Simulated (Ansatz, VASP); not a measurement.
**CdC2 in VASP and in Ansatz**

```
CELL_PARAMETERS angstrom
-2.04358 2.04358 2.69473
2.04358 -2.04358 2.69473
2.04358 2.04358 -2.69473
ATOMIC_POSITIONS crystal
Cd 0.00000 0.00000 0.00000
C 0.61483 0.61483 0.00000
C 0.38517 0.38517 0.00000
```

Alike in both runs: functional LDA; k mesh 8 × 8 × 8; occupations gaussian, width 0.1 eV; no spin polarisation.

Ansatz relaxed the structure, and its values are those at the end. VASP's run is a single point on that final structure, the one shown.

```csv
,VASP,Ansatz
version,VASP 6.6.1,Ansatz 0.2.0
potentials or method,"VASP PAW LDA potentials, release 64 (Cd, C), cutoff 520 eV","scalar-relativistic, plane waves, PAW"
valence electrons in the cell,20,28
```

```tsv
	VASP	Ansatz	Ansatz less VASP
gap on the k mesh at the Fermi level (eV)	3.27	3.25	-0.023
least direct gap on the mesh (eV)	3.84	3.83	-0.014
pressure (GPa)	1.1	0.1	-0.97
rms of the force components (eV/Å)	0.025	0.001	-0.0245
```

LDA's correlation is that of Perdew and Zunger in VASP and of Perdew and Wang (1992) in Ansatz. VASP's potentials hold 20 valence electrons a cell and Ansatz's 28, so a difference there can come from the potentials and not from the codes.
